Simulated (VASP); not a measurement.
A run of VASP 6.6.1 is set up as follows.

The input INCAR:

```
ALGO = Normal
EDIFF = 1E-6
ENCUT = 1230
GGA = PE
GGA_COMPAT = False
ISIF = 2
ISMEAR = 0
LASPH = True
LCHARG = False
LREAL = False
LWAVE = False
NBANDS = 23
NELM = 120
PREC = Accurate
SIGMA = 0.1
```

Contents of KPOINTS:

```
k-points
0
Gamma
  6 6 4
```

POSCAR

```
BaAl2B4
1.0
    3.9558352900      0.0000000000      0.0000000000
   -1.9779176500      3.4258538600      0.0000000000
    0.0000000000      0.0000000000      7.0478297200
Ba Al B
1 2 4
Direct
    0.0000000000      0.0000000000      0.0000000000
    0.0000000000      0.0000000000      0.6540345700
    0.0000000000      0.0000000000      0.3459654300
    0.3333333300      0.6666666700      0.9271265000
    0.6666666700      0.3333333300      0.9271265000
    0.6666666700      0.3333333300      0.0728735000
    0.3333333300      0.6666666700      0.0728735000
```

Potentials or basis: VASP PAW PBE potentials, release 64 (Ba_sv, Al, B_h).

Command:

```console
$ cat potpaw_PBE.64/Ba_sv/POTCAR potpaw_PBE.64/Al/POTCAR potpaw_PBE.64/B_h/POTCAR > POTCAR
$ mpirun -np 1 vasp_std > vasp.out
```

(1) Estimate the band gap on the k mesh.

(2) Predict the largest force.

Answers

(1) zero (bands 14 and 15 overlap by 2.90 eV).

(2) 56.703 eV/Å.

Caveat: atoms lie so close that the PAW spheres overlap strongly, which falsifies energies and pressures; spin-orbit coupling is left out, which moves the levels of the heavy elements; forces of over 1 eV/Å act on the atoms, so gaps and moduli don't describe the material at rest.
